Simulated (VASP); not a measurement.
A run of VASP 6.6.1 is set up as follows.

INCAR

```
PREC     = Accurate       # precision mode
ENCUT    = 600            # plane-wave cutoff, eV
EDIFF    = 1E-6           # SCF threshold, eV
ISMEAR   = 0              # smearing method
SIGMA    = 0.1            # smearing width, eV
LREAL    = F              # projectors in reciprocal space
LASPH    = T              # aspherical terms in the spheres
NELM     = 100            # most SCF steps
ALGO     = Normal         # electronic algorithm
ISIF     = 3              # what is computed and relaxed
LWAVE    = F              # write WAVECAR
LCHARG   = F              # write CHGCAR
GGA      = PE             # functional
IBRION   = 2              # ionic algorithm
NSW      = 90             # ionic steps
EDIFFG   = -0.04          # ionic threshold
```

KPOINTS

```
Automatic mesh
0
Gamma
  6 6 4
```

Contents of POSCAR:

```
SiC
1.0
    2.7366218500      0.0000000000      0.0000000000
   -1.3683109300      2.3699840400      0.0000000000
    0.0000000000      0.0000000000      4.3187220500
Si C
1 1
Direct
    0.3333333300      0.6666666700      0.5000000000
    0.6666666700      0.3333333300      0.0000000000
```

Potentials or basis: VASP PAW PBE potentials, release 64 (Si, C).

Launch:

```console
$ cat potpaw_PBE.64/Si/POTCAR potpaw_PBE.64/C/POTCAR > POTCAR
$ mpirun -np 1 vasp_std > vasp.out
```

**Question.** What does it give for the space group after relaxing (to 0.05 Å)?

**Answer.** P-6m2 (No. 187).

**Question.** Estimate the relaxed volume.

**Answer.** 9.13 Å³/atom.

**Question.** Predict the band gap on the k mesh.

**Answer.** Zero (band 4 reaches 13.08 eV, above the bottom of band 5 at 8.71 eV).

Step by step:
| step | energy change (eV) | largest force (eV/Å) | pressure (GPa) | volume (Å³) |
| --- | --- | --- | --- | --- |
| 1 | 0.0000 | 0.0000 | -21.16 | 28.01 |
| 2 | -0.9040 | 0.0000 | -7.61 | 21.12 |
| 3 | -1.0152 | 0.0000 | 4.03 | 19.10 |
| 4 | -1.0176 | 0.0000 | 6.24 | 18.83 |
| 5 | -1.5323 | 0.0000 | 1.06 | 18.57 |
| 6 | -2.3343 | 0.0000 | -1.63 | 18.07 |
| 7 | -2.9440 | 0.0000 | 30.61 | 16.39 |
| 8 | -3.1167 | 0.0000 | 13.25 | 17.07 |
| 9 | -3.1189 | 0.0000 | 14.97 | 16.98 |
| 10 | -3.0837 | 0.0000 | 22.66 | 16.70 |
| 11 | -3.1192 | 0.0000 | 16.83 | 16.91 |
| 12 | -3.0254 | 0.0000 | -14.45 | 20.30 |
| 13 | -3.1869 | 0.0000 | 1.47 | 18.19 |
| 14 | -3.1887 | 0.0000 | 3.45 | 17.99 |
| 15 | -3.1648 | 0.0000 | -5.10 | 18.59 |
| 16 | -3.1941 | 0.0000 | 1.23 | 18.14 |
| 17 | -3.1941 | 0.0000 | 0.89 | 18.17 |
| 18 | -3.1941 | 0.0000 | 1.04 | 18.15 |
| 19 | -3.1942 | 0.0000 | -0.97 | 18.35 |
| 20 | -3.1945 | 0.0000 | 0.00 | 18.25 |

Caveat: the k points lie up to 0.63 Å⁻¹ apart in the final cell; the volume moved by over 15 % at a fixed basis, so the end points are rough.
